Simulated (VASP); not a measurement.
# BP (I-4m2) in VASP: further runs

Runs on BP. Level: PBE. Tasks: single point.

Everything below comes from runs of VASP 6.6.1. Logs are shortened: lines on timing, memory, paths and dates and some standing lists are left out, and cuts for length are marked.

### 1 The cell of the first run

Symmetry: I-4m2, No. 119, tetragonal system. The conventional cell has a = 3.209 Å, b = 3.209 Å, c = 4.470 Å, α = 90.00°, β = 90.00°, γ = 90.00°. Within 2.6 Å of B (site symmetry -4m2) lie 4 P at 1.96 Å. P (site symmetry -4m2) has 4 B at 1.96 Å within 2.6 Å.

### 2 Single point, PBE (strain -0.0150 x Voigt [0, 1, 0, 0, 0, 0])

File INCAR:

```
  ALGO = Normal
  EDIFF = 1E-6
  ENCUT = 520
  GGA = PE
  ISIF = 2
  ISMEAR = 0
  LASPH = T
  LCHARG = F
  LREAL = F
  LWAVE = F
  NBANDS = 11
  NELM = 60
  PREC = Accurate
  SIGMA = 0.05
```

File KPOINTS:

```
k-points
0
Gamma
  10 10 10
```

File POSCAR:

```
BP
1.0
    0.0000000000      2.2349650000      2.2690000000
    2.2690000000      0.0000000000      2.2690000000
    2.2690000000      2.2349650000      0.0000000000
B P
1 1
Direct
    0.0000000000      0.0000000000      0.0000000000
    0.7500000000      0.7500000000      0.7500000000
```

Potentials or basis: VASP PAW PBE potentials, release 64 (B, P).

Run with:

```
cat potpaw_PBE.64/B/POTCAR potpaw_PBE.64/P/POTCAR > POTCAR
mpirun -np 1 vasp_std > vasp.out
```

OUTCAR:

```text
EDIFF = 1E-6
   ENCUT = 520
   GGA = PE
   ISIF = 2
   ISMEAR = 0
   LASPH = T
   LREAL = F
   NELM = 60
   PREC = Accurate

 ion  position               nearest neighbor table
   1  0.000  0.000  0.000-   2 1.96   2 1.96   2 1.96   2 1.96
   2  0.750  0.750  0.750-   1 1.96   1 1.96   1 1.96   1 1.96

  LATTYP: Found a body centered tetragonal cell.
 ALAT       =     3.2088505730
 C/A-ratio  =     1.3930003589

  Lattice vectors:

 A1 = (   0.0000000000,  -2.2349650000,   2.2690000000)
 A2 = (   0.0000000000,  -2.2349650000,  -2.2690000000)
 A3 = (   2.2690000000,   2.2349650000,   0.0000000000)

Analysis of symmetry for initial positions (statically):
=====================================================================
 Subroutine PRICEL returns:
 Original cell was already a primitive cell.

 Routine SETGRP: Setting up the symmetry group for a
 body centered tetragonal supercell.

 Subroutine GETGRP returns: Found  8 space group operations
 (whereof  8 operations were pure point group operations)
 out of a pool of 16 trial point group operations.

The static configuration has the point symmetry D_2d.

Analysis of symmetry for dynamics (positions and initial velocities):
=====================================================================
 Subroutine PRICEL returns:
 Original cell was already a primitive cell.

 Routine SETGRP: Setting up the symmetry group for a
 body centered tetragonal supercell.

 Subroutine GETGRP returns: Found  8 space group operations
 (whereof  8 operations were pure point group operations)
 out of a pool of 16 trial point group operations.

The dynamic configuration has the point symmetry D_2d.

 Subroutine INISYM returns: Found  8 space group operations
 (whereof  8 operations are pure point group operations),
 and found     1 'primitive' translations

----------------------------------------------------------------------------------------

                                     Primitive cell

  volume of cell :      23.0128

  direct lattice vectors                    reciprocal lattice vectors
     0.000000000  2.234965000  2.269000000    -0.220361393  0.223717150  0.220361393
     2.269000000  0.000000000  2.269000000     0.220361393 -0.223717150  0.220361393
     2.269000000  2.234965000  0.000000000     0.220361393  0.223717150 -0.220361393

  length of vectors
     3.184875123  3.208850573  3.184875123     0.383624360  0.383624360  0.383624360

  position of ions in fractional coordinates (direct lattice)
     0.000000000  0.000000000  0.000000000
     0.750000000  0.750000000  0.750000000

  ion indices of the primitive-cell ions
   primitive index   ion index
                 1           1
                 2           2

----------------------------------------------------------------------------------------

 KPOINTS: k-points

Automatic generation of k-mesh.
 Grid dimensions read from file:
 generate k-points for:   10   10   10

 Generating k-lattice:

  Cartesian coordinates                     Fractional coordinates (reciprocal lattice)
    -0.022036139  0.022371715  0.022036139     0.100000000  0.000000000  0.000000000
     0.022036139 -0.022371715  0.022036139     0.000000000  0.100000000  0.000000000
     0.022036139  0.022371715 -0.022036139     0.000000000  0.000000000  0.100000000

  Length of vectors
     0.038362436  0.038362436  0.038362436

  Shift w.r.t. Gamma in fractional coordinates (k-lattice)
     0.000000000  0.000000000  0.000000000

 Subroutine IBZKPT returns following result:
 ===========================================

 Found    102 irreducible k-points:

 Following reciprocal coordinates:
            Coordinates               Weight
  0.000000  0.000000  0.000000      1.000000
  0.100000  0.000000 -0.000000      8.000000
  0.200000  0.000000 -0.000000      8.000000
  0.300000  0.000000 -0.000000      8.000000
  0.400000  0.000000  0.000000      8.000000
  0.500000  0.000000 -0.000000      4.000000
[... 16 lines left out ...]
  0.300000  0.300000  0.000000      4.000000
  0.400000  0.300000 -0.000000     16.000000
 [... further k-points ...]
   k-points           NKPTS =    102   k-points in BZ     NKDIM =    102   number of bands    NBANDS=     11
   number of dos      NEDOS =    301   number of ions     NIONS =      2
   total plane-waves  NPLWV =  13824
   dimension x,y,z NGX =    24 NGY =   24 NGZ =   24
   dimension x,y,z NGXF=    48 NGYF=   48 NGZF=   48
   ions per type =               1   1
   NGX,Y,Z   is equivalent  to a cutoff of  12.53, 12.43, 12.53 a.u.
   NGXF,Y,Z  is equivalent  to a cutoff of  25.06, 24.87, 25.06 a.u.
 SYSTEM =  unknown system
   PREC   = accura    normal or accurate (medium, high low for compatibility)
   ISTART =      0    job   : 0-new  1-cont  2-samecut
   ICHARG =      2    charge: 1-file 2-atom 10-const
   ISPIN  =      1    spin polarized calculation?
   LNONCOLLINEAR =      F non collinear calculations
   LSORBIT =      F    spin-orbit coupling
   LASPH  =      T    aspherical Exc in radial PAW
   ENCUT  =  520.0 eV  38.22 Ry    6.18 a.u.   5.92  5.97  5.92*2*pi/ulx,y,z
   NELM   =     60;   NELMIN=  2; NELMDL= -5     # of ELM steps
   EDIFF  = 0.1E-05   stopping-criterion for ELM
   LREAL  =      F    real-space projection
[... 7 lines left out ...]
   TEBEG  =    0.0;   TEEND  =   0.0 temperature during run
   PSTRESS=    0.0 pullay stress
   NELECT =       8.0000    total number of electrons
   NUPDOWN=      -1.0000    fix difference up-down
   EMIN   =  10.00;   EMAX   =-10.00  energy-range for DOS
   EFERMI =   0.00;   METHOD = LEGACY
   ISMEAR =     0;   SIGMA  =   0.05  broadening in eV -4-tet -1-fermi 0-gaus
   EFERMI_NEDOS =   21; number of points for ismear=-14 and -15
   IALGO  =     38    algorithm
   IMIX   =      4    mixing-type and parameters
     AMIX     =   0.40;   BMIX     =  1.00
     AMIX_MAG =   1.60;   BMIX_MAG =  1.00
  volume/ion in A,a.u.               =      11.51        77.65
  Fermi-wavevector in a.u.,A,eV,Ry     =   1.151105  2.175273 18.028299  1.325043
  Thomas-Fermi vector in A             =   2.287765
   LORBIT       =      0    0 simple, 1 ext, 2 COOP (PROOUT), +10 PAW based schemes
   GGA     = PE    functional components
   LHFCALC =     F    Hartree Fock is set to
   AEXX    =    0.0000 exact exchange contribution
   IVDW    =     0    specifies the selected vdW correction
   LEPSILON=     F    determine dielectric tensor
   LRPA    =     F    only Hartree local field effects (RPA)
 non-spin polarized calculation
 Gauss-broadening in eV      SIGMA  =   0.05
  energy-cutoff  :      520.00
  volume of cell :       23.01
 maximum number of plane-waves:       636
   NGX = 11   NGY = 11   NGZ = 11

 number of electron       8.0000001 magnetization

 Free energy of the ion-electron system (eV)
  ---------------------------------------------------
  ext. energy  EPLUGINS =         0.00000000
  ---------------------------------------------------
  free energy    TOTEN  =       -12.92265294 eV

  energy without entropy =      -12.92265294  energy(sigma->0) =      -12.92265294

 E-fermi :   7.9396     XC(G=0): -10.9727

 val. band max:        7.7108397043   @ k =   0.0000   0.0000   0.0000
 cond. band min:       8.7013077140   @ k =   0.4000   0.0000   0.4000
 fundamental gap:      0.9904680097
 Fermi energy:         7.9395749346

 k-point     1 :       0.0000    0.0000    0.0000
  band No.  band energies     occupation
      1      -7.9830      2.00000
      2       7.5643      2.00000
      3       7.5643      2.00000
      4       7.7108      2.00000
      5      10.9805      0.00000
      6      11.0663      0.00000
      7      11.0663      0.00000
      8      15.2151      0.00000
      9      19.2289      0.00000
     10      19.5845      0.00000
     11      19.9792      0.00000

 k-point     2 :       0.1000    0.0000   -0.0000
  band No.  band energies     occupation
      1      -7.8006      2.00000
      2       6.2979      2.00000
      3       7.2602      2.00000
      4       7.3713      2.00000
      5      11.3864      0.00000
      6      11.4755      0.00000
      7      11.5287      0.00000
      8      15.7204      0.00000
      9      18.9266      0.00000
     10      19.2470      0.00000
     11      19.8076      0.00000

 k-point     3 :       0.2000    0.0000   -0.0000
  band No.  band energies     occupation
      1      -7.2600      2.00000
      2       3.9362      2.00000
      3       6.6815      2.00000
      4       6.8169      2.00000
      5      11.6898      0.00000
      6      12.1759      0.00000
      7      12.1964      0.00000
      8      16.8496      0.00000
      9      18.3922      0.00000
     10      18.5724      0.00000
     11      20.6799      0.00000

 k-point     4 :       0.3000    0.0000   -0.0000
  band No.  band energies     occupation
      1      -6.3907      2.00000
      2       1.5509      2.00000
      3       6.1732      2.00000
      4       6.3374      2.00000
      5      11.6120      0.00000
      6      12.4528      0.00000
      7      12.5624      0.00000
      8      17.6987      0.00000
      9      19.0749      0.00000
     10      19.0769      0.00000
     11      20.9717      0.00000

 k-point     5 :       0.4000    0.0000    0.0000
  band No.  band energies     occupation
      1      -5.3046      2.00000
      2      -0.4975      2.00000
      3       5.8497      2.00000
      4       6.0356      2.00000
      5      11.4980      0.00000
      6      12.3459      0.00000
      7      12.5158      0.00000
      8      17.8418      0.00000
      9      20.7198      0.00000
     10      20.8666      0.00000
     11      21.8924      0.00000

 k-point     6 :       0.5000    0.0000   -0.0000
  band No.  band energies     occupation
      1      -4.6007      2.00000
      2      -1.5292      2.00000
      3       5.7402      2.00000
      4       5.9341      2.00000
      5      11.4519      0.00000
      6      12.2601      0.00000
      7      12.4467      0.00000
      8      17.7948      0.00000
      9      22.1824      0.00000
     10      22.4344      0.00000
     11      22.6513      0.00000

 k-point     7 :       0.1000    0.1000    0.0000
  band No.  band energies     occupation
      1      -7.7420      2.00000
      2       6.7315      2.00000
      3       6.7806      2.00000
      4       6.8361      2.00000
      5      10.6353      0.00000
      6      12.0738      0.00000
      7      12.2275      0.00000
      8      15.5402      0.00000
      9      18.1130      0.00000
     10      20.0101      0.00000
     11      20.1355      0.00000

 k-point     8 :       0.2000    0.1000   -0.0000
  band No.  band energies     occupation
      1      -7.3226      2.00000
      2       4.7577      2.00000
      3       6.1478      2.00000
      4       6.5756      2.00000
      5      10.8096      0.00000
      6      12.7497      0.00000
      7      13.1019      0.00000
      8      15.3543      0.00000
      9      18.2681      0.00000
     10      19.9217      0.00000
     11      21.0383      0.00000
[... 141 lines left out ...]
 k-point    19 :       0.5000    0.2000   -0.0000
  band No.  band energies     occupation
      1      -4.3846      2.00000
      2      -0.5412      2.00000
      3       3.4185      2.00000
      4       4.8006      2.00000
      5      10.6452      0.00000
      6      14.5741      0.00000
      7      14.9157      0.00000
      8      15.8195      0.00000
      9      20.4684      0.00000
     10      22.3883      0.00000
     11      24.4065      0.00000

 k-point    20 :      -0.4000    0.2000   -0.0000
  band No.  band energies     occupation
      1      -4.1279      2.00000
      2      -0.8825      2.00000
      3       2.9717      2.00000
      4       5.1475      2.00000
      5      11.0093      0.00000
      6      14.2568      0.00000
      7      14.7101      0.00000
      8      17.9349      0.00000
      9      19.1877      0.00000
     10      20.1034      0.00000
     11      24.4251      0.00000

 k-point    21 :      -0.3000    0.2000    0.0000
  band No.  band energies     occupation
      1      -5.0693      2.00000
      2       0.5412      2.00000
      3       2.8545      2.00000
      4       5.7241      2.00000
      5      11.5917      0.00000
      6      13.7740      0.00000
      7      14.5824      0.00000
      8      17.0264      0.00000
      9      18.0579      0.00000
     10      20.4720      0.00000
     11      24.6885      0.00000

 k-point    22 :      -0.2000    0.2000    0.0000
  band No.  band energies     occupation
      1      -6.0869      2.00000
      2       2.3051      2.00000
      3       3.3464      2.00000
      4       6.4062      2.00000
      5      12.1830      0.00000
      6      12.9512      0.00000
      7      14.0259      0.00000
      8      16.0391      0.00000
      9      17.1660      0.00000
     10      21.3859      0.00000
     11      23.6592      0.00000

 k-point    23 :       0.3000    0.3000    0.0000
  band No.  band energies     occupation
      1      -5.8613      2.00000
      2       2.7061      2.00000
      3       4.3714      2.00000
      4       4.4167      2.00000
      5       9.1883      0.00000
      6      11.5358      0.00000
      7      16.3920      0.00000
      8      16.7450      0.00000
      9      20.7808      0.00000
     10      22.1465      0.00000
     11      24.2853      0.00000

 k-point    24 :       0.4000    0.3000   -0.0000
  band No.  band energies     occupation
      1      -5.0299      2.00000
      2       1.3803      2.00000
      3       3.5286      2.00000
      4       4.1006      2.00000
      5       9.4772      0.00000
      6      11.2800      0.00000
      7      17.0055      0.00000
      8      17.3936      0.00000
      9      21.7050      0.00000
     10      23.0094      0.00000
     11      24.8293      0.00000

 [... further k-points ...]
[... 5 lines left out ...]
  --------------------------------------------------------------------------------------
  -------------------------------------------------------------------------------------
  Total        0.3042349      0.8810340      0.3042349      0.0000000      0.0000000      0.0000000
  in kB       21.1811685     61.3385560     21.1811685      0.0000000      0.0000000      0.0000000
  external PRESSURE =      34.5669643 kB  Pullay stress =       0.0000000 kB

 VOLUME and BASIS-vectors are now :
 -----------------------------------------------------------------------------
  energy-cutoff  :      520.00
  volume of cell :       23.01
      direct lattice vectors                 reciprocal lattice vectors
     0.000000000  2.234965000  2.269000000    -0.220361393  0.223717150  0.220361393
     2.269000000  0.000000000  2.269000000     0.220361393 -0.223717150  0.220361393
     2.269000000  2.234965000  0.000000000     0.220361393  0.223717150 -0.220361393

 POSITION                                       TOTAL-FORCE (eV/Angst)
 -----------------------------------------------------------------------------------
      0.00000      0.00000      0.00000         0.000000      0.000000     -0.000000
      3.40350      3.35245      3.40350        -0.000000     -0.000000      0.000000
 -----------------------------------------------------------------------------------
    total drift:                               -0.000000      0.000000     -0.000000

  FREE ENERGIE OF THE ION-ELECTRON SYSTEM (eV)
  ---------------------------------------------------
  free  energy   TOTEN  =       -12.9226529406 eV

  energy  without entropy=      -12.9226529406  energy(sigma->0) =      -12.92265294
```

Wall time 22 s (1 thread of Intel Xeon 8259CL, shared host); peak memory 0.15 GiB.

What came out:

* Free energy: -12.9227 eV
* Pressure: 3.5 GPa
* Band gap on the k mesh: 0.99 eV, indirect (least direct gap 3.27 eV)

Levels at points of the mesh, in eV from the valence-band top:
| k point | band 2 | band 3 | band 4 | band 5 | band 6 | band 7 |
| --- | --- | --- | --- | --- | --- | --- |
| (0.00, 0.00, 0.00) | -0.15 | -0.15 | 0.00 | 3.27 | 3.36 | 3.36 |
| (0.50, 0.00, 0.00) | -9.24 | -1.97 | -1.78 | 3.74 | 4.55 | 4.74 |
| (0.50, 0.50, 0.00) | -8.80 | -4.23 | -4.20 | 1.26 | 1.62 | 12.00 |
| (0.50, 0.00, 0.50) | -8.67 | -4.37 | -4.37 | 1.09 | 1.40 | 12.16 |

Caveat: the cell differs from its parent crystal (strain -0.0150 x Voigt [0, 1, 0, 0, 0, 0]). A k mesh can miss the band edges.

(Part 1 of 2 ends here.)
